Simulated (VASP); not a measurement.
A run of VASP 6.6.1:

Contents of POSCAR:

```
PbS
1.0
    3.6536590000      0.0000000000      0.0000000000
    0.0000000000      3.6536590000      0.0000000000
    0.0000000000      0.0000000000      3.6536590000
Pb S
1 1
Direct
    0.0000000000      0.0000000000      0.0000000000
    0.5000000000      0.5000000000      0.5000000000
```

INCAR.step1

```
ALGO = Normal
EDIFF = 1E-5
ENCUT = 520
GGA = PE
ISIF = 2
ISMEAR = -1
LASPH = True
LCHARG = False
LREAL = False
LWAVE = True
NBANDS = 17
NELM = 100
PREC = Accurate
SIGMA = 0.05
```

The input INCAR.step2:

```
AEXX = 1.0
AGGAC = 0.0
ALDAC = 0.0
ALGO = Normal
EDIFF = 1E-6
ENCUT = 520
GGA = PE
ISIF = 2
ISMEAR = -1
ISTART = 1
LASPH = True
LCHARG = False
LHFCALC = True
LREAL = False
LWAVE = False
NBANDS = 17
NELM = 100
PREC = Accurate
PRECFOCK = Normal
SIGMA = 0.05
```

File KPOINTS:

```
k-points
0
Gamma
  4 4 4
```

Potentials or basis: VASP PAW PBE potentials, release 64 (Pb_d, S).

Launch:

```sh
$ cat potpaw_PBE.64/Pb_d/POTCAR potpaw_PBE.64/S/POTCAR > POTCAR
$ cp INCAR.step1 INCAR
$ mpirun -np 1 vasp_std > vasp.out
$ cp INCAR.step2 INCAR
$ mpirun -np 1 vasp_std > vasp.out
```

Hardware: 1 thread of Intel(R) Xeon(R) Platinum 8259CL CPU @ 2.50GHz (Skylake/Cascade Lake) (shared host).

**Question.** Estimate the wall time of this run.

**Answer.** Wall time 16 min on 1 thread of Intel(R) Xeon(R) Platinum 8259CL CPU @ 2.50GHz (Skylake/Cascade Lake), with other jobs on the host, peak memory 0.18 GiB. Counts: k points 10.
